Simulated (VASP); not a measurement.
# PbS in VASP: notebook, part 2 of 2

VASP 6.6.1. The steps go on from the part before.

### Step 3. Single point, PBE

This run uses another cell than the first one, of 139.41 Å³/atom, 1.567 times its volume.

INCAR reads:

```
SYSTEM = PbS
ALGO     = Normal         ! electronic algorithm
DIPOL    = 0.5 0.5 0.291
EDIFF    = 1E-6           ! SCF threshold, eV
ENCUT    = 520            ! plane-wave cutoff, eV
GGA      = PE             ! functional
IDIPOL   = 3            
ISIF     = 2              ! what is computed and relaxed
ISMEAR   = 0              ! smearing method
LASPH    = .True.         ! aspherical terms in the spheres
LCHARG   = .False.        ! write CHGCAR
LDIPOL   = .True.       
LREAL    = .False.        ! projectors in reciprocal space
LWAVE    = .False.        ! write WAVECAR
NBANDS   = 28             ! bands
NELM     = 100            ! most SCF steps
PREC     = Accurate       ! precision mode
SIGMA    = 0.1            ! smearing width, eV
```

KPOINTS reads:

```
k-points
0
Gamma
  4 4 1
  0 0 0
```

POSCAR reads:

```
PbS
1.0
    4.2471600199      0.0000000000      0.0000000000
    0.0000000000      4.2471600199      0.0000000000
    0.0000000000      0.0000000000     30.9134034400
Pb S
2 2
Direct
    0.0000000000      0.5000000000      0.2454810444
    0.5000000000      0.0000000000      0.3367906565
    0.0000000000      0.5000000000      0.3322746679
    0.5000000000      0.0000000000      0.2499970329
```

Potentials or basis: VASP PAW PBE potentials, release 64 (Pb_d, S).

Run with:

```bash
$ cat potpaw_PBE.64/Pb_d/POTCAR potpaw_PBE.64/S/POTCAR > POTCAR
$ mpirun -np 1 vasp_std > vasp.out
```

OUTCAR:

```text
SYSTEM = PbS
   EDIFF = 1E-6
   ENCUT = 520
   GGA = PE
   ISIF = 2
   ISMEAR = 0
   LASPH = .True.
   LREAL = .False.
   NELM = 100
   PREC = Accurate

 ion  position               nearest neighbor table
   1  0.000  0.500  0.245-   3 2.68   4 3.01   4 3.01   4 3.01   4 3.01   2 4.12   2 4.12   2 4.12
                             2 4.12
   2  0.500  0.000  0.337-   4 2.68   3 3.01   3 3.01   3 3.01   3 3.01   1 4.12   1 4.12   1 4.12
                             1 4.12
   3  0.000  0.500  0.332-   1 2.68   2 3.01   2 3.01   2 3.01   2 3.01
   4  0.500  0.000  0.250-   2 2.68   1 3.01   1 3.01   1 3.01   1 3.01

  LATTYP: Found a simple tetragonal cell.
 ALAT       =     4.2471600199
[... 374 lines left out ...]
  -------------------------------------------------------------------------------------
  Total       -0.0601072     -0.0601072     -0.0750563      0.0000000      0.0000000      0.0000000
  in kB       -0.1727002     -0.1727002     -0.2156521      0.0000000      0.0000000      0.0000000
  external PRESSURE =      -0.1870175 kB  Pullay stress =       0.0000000 kB

 VOLUME and BASIS-vectors are now :
 -----------------------------------------------------------------------------
  energy-cutoff  :      520.00
  volume of cell :      557.63
      direct lattice vectors                 reciprocal lattice vectors
     4.247160020  0.000000000  0.000000000     0.235451454  0.000000000  0.000000000
     0.000000000  4.247160020  0.000000000     0.000000000  0.235451454  0.000000000
     0.000000000  0.000000000 30.913403440     0.000000000  0.000000000  0.032348428

 POSITION                                       TOTAL-FORCE (eV/Angst)
 -----------------------------------------------------------------------------------
      0.00000      2.12358      7.58865         0.000000      0.000000     -0.000625
      2.12358      0.00000     10.41135        -0.000000     -0.000000      0.000625
      0.00000      2.12358     10.27174         0.000000     -0.000000     -0.012111
      2.12358      0.00000      7.72826         0.000000     -0.000000      0.012111
 -----------------------------------------------------------------------------------
    total drift:                                0.000000      0.000000     -0.000021

  FREE ENERGIE OF THE ION-ELECTRON SYSTEM (eV)
  ---------------------------------------------------
  free  energy   TOTEN  =       -17.3138759689 eV

  energy  without entropy=      -17.3138759689  energy(sigma->0) =      -17.31387597

 vacuum level on the upper side and lower side of the slab         1.782         1.782
```

Wall time 97 s (1 thread of Intel Xeon 6975P-C (Granite Rapids), shared host); peak memory 0.55 GiB.

Results:

* Free energy: -17.3139 eV
* Largest force: 0.012 eV/Å
* Band gap on the k mesh: 2.11 eV, direct

Forces in eV/Å, atoms in the order of the input:
```
Pb   0.000  0.000 -0.001
Pb   0.000  0.000  0.001
S    0.000  0.000 -0.012
S    0.000  0.000  0.012
```

Levels at points of the mesh, in eV from the valence-band top:
```
           k point  band 16  band 17  band 18  band 19  band 20  band 21  band 22  band 23  band 24  band 25
(0.00, 0.00, 0.00)    -2.29    -2.29    -1.20    -1.20    -0.11     2.22     4.14     4.76     4.80     5.11
(0.50, 0.00, 0.00)    -1.61    -0.87    -0.87     0.00     0.00     2.11     2.11     3.16     3.16     3.64
(0.50, 0.50, 0.00)    -3.90    -2.52    -2.52    -1.24    -1.24     4.29     4.29     5.28     5.28     5.76
```

Caveat: spin-orbit coupling is left out, which moves the levels of the heavy elements.

### Step 4. Single point, PBE

This run uses another cell than the first one, of 139.39 Å³/atom, 1.567 times its volume.

Edit INCAR of step 3 so:

```diff
@@ -3,3 +3,3 @@
 DIPOL    = 0.5 0.5 0.291
-EDIFF    = 1E-6           ! SCF threshold, eV
+EDIFF    = 1E-7           ! SCF threshold, eV
 ENCUT    = 520            ! plane-wave cutoff, eV
@@ -17,2 +17,2 @@
 PREC     = Accurate       ! precision mode
-SIGMA    = 0.1            ! smearing width, eV
+SIGMA    = 0.02           ! smearing width, eV
```

KPOINTS reads:

```
k-points
0
Gamma
  6 6 1
  0 0 0
```

POSCAR reads:

```
PbS
1.0
    4.2469317120      0.0000000000      0.0000000000
    0.0000000000      4.2469317120      0.0000000000
    0.0000000000      0.0000000000     30.9134034400
Pb S
2 2
Direct
    0.0000000000      0.5000000000      0.2457456586
    0.5000000000      0.0000000000      0.3365260422
    0.0000000000      0.5000000000      0.3328439230
    0.5000000000      0.0000000000      0.2494277778
```

Potentials or basis: VASP PAW PBE potentials, release 64 (Pb_d, S).

Run with:

```bash
$ cat potpaw_PBE.64/Pb_d/POTCAR potpaw_PBE.64/S/POTCAR > POTCAR
$ mpirun -np 1 vasp_std > vasp.out
```

OUTCAR:

```text
SYSTEM = PbS
   EDIFF = 1E-7
   ENCUT = 520
   GGA = PE
   ISIF = 2
   ISMEAR = 0
   LASPH = .True.
   LREAL = .False.
   NELM = 100
   PREC = Accurate

 ion  position               nearest neighbor table
   1  0.000  0.500  0.246-   3 2.69   4 3.01   4 3.01   4 3.01   4 3.01   2 4.11   2 4.11   2 4.11
                             2 4.11
   2  0.500  0.000  0.337-   4 2.69   3 3.01   3 3.01   3 3.01   3 3.01   1 4.11   1 4.11   1 4.11
                             1 4.11
   3  0.000  0.500  0.333-   1 2.69   2 3.01   2 3.01   2 3.01   2 3.01
   4  0.500  0.000  0.249-   2 2.69   1 3.01   1 3.01   1 3.01   1 3.01

  LATTYP: Found a simple tetragonal cell.
 ALAT       =     4.2469317120
[... 502 lines left out ...]
  -------------------------------------------------------------------------------------
  Total       -0.0354334     -0.0354334     -0.0518457      0.0000000     -0.0000000      0.0000000
  in kB       -0.1018183     -0.1018183     -0.1489793      0.0000000     -0.0000000      0.0000000
  external PRESSURE =      -0.1175386 kB  Pullay stress =       0.0000000 kB

 VOLUME and BASIS-vectors are now :
 -----------------------------------------------------------------------------
  energy-cutoff  :      520.00
  volume of cell :      557.57
      direct lattice vectors                 reciprocal lattice vectors
     4.246931712  0.000000000  0.000000000     0.235464111  0.000000000  0.000000000
     0.000000000  4.246931712  0.000000000     0.000000000  0.235464111  0.000000000
     0.000000000  0.000000000 30.913403440     0.000000000  0.000000000  0.032348428

 POSITION                                       TOTAL-FORCE (eV/Angst)
 -----------------------------------------------------------------------------------
      0.00000      2.12347      7.59683        -0.000000     -0.000000     -0.001756
      2.12347      0.00000     10.40317        -0.000000     -0.000000      0.001756
      0.00000      2.12347     10.28934        -0.000000     -0.000000     -0.004303
      2.12347      0.00000      7.71066         0.000000      0.000000      0.004303
 -----------------------------------------------------------------------------------
    total drift:                                0.000000      0.000000      0.000027

  FREE ENERGIE OF THE ION-ELECTRON SYSTEM (eV)
  ---------------------------------------------------
  free  energy   TOTEN  =       -17.3072926823 eV

  energy  without entropy=      -17.3072926823  energy(sigma->0) =      -17.30729268

 vacuum level on the upper side and lower side of the slab         1.784         1.784
```

stdout:

```text
POSCAR found type information on POSCAR PbS
 POSCAR found :  2 types and       4 ions
 scaLAPACK will be used
 LDA part: xc-table for (Slater+PW92), standard interpolation
 POSCAR, INCAR and KPOINTS ok, starting setup
 FFT: planning ... GRIDC
 FFT: planning ... GRID_SOFT
 FFT: planning ... GRID
 WAVECAR not read
 entering main loop
```

Run time: 3 min. Hardware: 1 thread of Intel Xeon 6975P-C (Granite Rapids), shared host; peak memory 0.57 GiB.

Results:

* Free energy: -17.3073 eV
* Largest force: 0.004 eV/Å
* Band gap on the k mesh: 2.06 eV, direct

Forces on the atoms (eV/Å):
```
Pb   0.000  0.000 -0.002
Pb   0.000  0.000  0.002
S    0.000  0.000 -0.004
S    0.000  0.000  0.004
```

Levels at points of the mesh, in eV from the valence-band top:
| k point | band 17 | band 18 | band 19 | band 20 | band 21 | band 22 | band 23 | band 24 |
| --- | --- | --- | --- | --- | --- | --- | --- | --- |
| (0.00, 0.00, 0.00) | -2.31 | -1.25 | -1.25 | -0.18 | 2.21 | 4.13 | 4.76 | 4.80 |
| (0.50, 0.00, 0.00) | -0.90 | -0.90 | 0.00 | 0.00 | 2.06 | 2.06 | 3.12 | 3.12 |
| (0.50, 0.50, 0.00) | -2.57 | -2.57 | -1.27 | -1.27 | 4.23 | 4.23 | 5.31 | 5.31 |

Caveat: spin-orbit coupling is left out, which moves the levels of the heavy elements.

### Step 5. Overview

| cell | k mesh | smearing | gap on the mesh (eV) | largest force (eV/Å) |
| --- | --- | --- | --- | --- |
| a = 4.446, b = 4.446, c = 18.000 Å, 4 atoms | 4 × 4 × 1 | gaussian 0.1 eV | 1.51 | 1.61 |
| a = 4.247, b = 4.247, c = 30.913 Å, 4 atoms | 4 × 4 × 1 | gaussian 0.1 eV | 2.11 | 0.01 |
| a = 4.247, b = 4.247, c = 30.913 Å, 4 atoms | 6 × 6 × 1 | gaussian 0.02 eV | 2.06 | - |

Some of these runs hold the atoms at other places in the same cell, which the table doesn't show; runs alike in all that it shows share one row.

Alike in all rows: task single point; level PBE; potentials or basis VASP PAW PBE potentials, release 64 (Pb_d, S); no spin polarisation; cutoff (eV) 520.

Caveats: spin-orbit coupling is left out, which moves the levels of the heavy elements.

Absolute energies hang on the potentials; compare differences alone.
